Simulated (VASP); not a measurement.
Set up this calculation in VASP 6.6.1, as the native input.

* Task: single point
* Functional: PBEsol
* Potentials or basis: VASP PAW PBE potentials, release 64 (Si, Ge_d)
* Cutoff: 520 eV
* k mesh: 8 × 8 × 8
* Occupations: gaussian, width 0.01 eV
* Spin: no spin polarisation
* Dipole correction: no
* Further INCAR settings: ALGO = Normal; EDIFF = 1e-06; NBANDS = 31

The structure of Si7Ge lies in POSCAR:

```
Si7Ge
1.0
    5.4591768133      0.0000000000      0.0000000000
    0.0000000000      5.4591768133      0.0000000000
    0.0000000000      0.0000000000      5.4591768133
Si Ge
7 1
Direct
    0.2525976816      0.2525976816      0.2525976816
    0.0000000000      0.5000000000      0.5000000000
    0.5000000000      0.5000000000      0.0000000000
    0.5000000000      0.0000000000      0.5000000000
    0.7474023184      0.2525976816      0.7474023184
    0.7474023184      0.7474023184      0.2525976816
    0.2525976816      0.7474023184      0.7474023184
    0.0000000000      0.0000000000      0.0000000000
```

These files were run (other wordings do the same):

INCAR

```
SYSTEM = Si7Ge
PREC     = Accurate       ! precision mode
ENCUT    = 520            ! plane-wave cutoff, eV
EDIFF    = 1E-6           ! SCF threshold, eV
ISMEAR   = 0              ! smearing method
SIGMA    = 0.01           ! smearing width, eV
LREAL    = .False.        ! projectors in reciprocal space
LASPH    = .True.         ! aspherical terms in the spheres
NELM     = 60             ! most SCF steps
ALGO     = Normal         ! electronic algorithm
ISIF     = 2              ! what is computed and relaxed
LWAVE    = .False.        ! write WAVECAR
LCHARG   = .False.        ! write CHGCAR
GGA      = PS             ! functional
NBANDS   = 31             ! bands
```

KPOINTS

```
regular mesh
0
Gamma
  8 8 8
  0 0 0
```

Potentials or basis: VASP PAW PBE potentials, release 64 (Si, Ge_d).

Run with:

```bash
$ cat potpaw_PBE.64/Si/POTCAR potpaw_PBE.64/Ge_d/POTCAR > POTCAR
$ mpirun -np 1 vasp_std > vasp.out
```

It gave:

- Pressure: 0.1 GPa
- Largest force: 0.009 eV/Å
- Band gap on the k mesh: 0.27 eV, direct

Caveat: the PAW data sets were made with another functional, which shifts forces and pressure a little.

Wall time 3.2 min on 1 thread of Intel(R) Xeon(R) Platinum 8259CL CPU @ 2.50GHz (Skylake/Cascade Lake), on a shared host, peak memory 0.34 GiB.
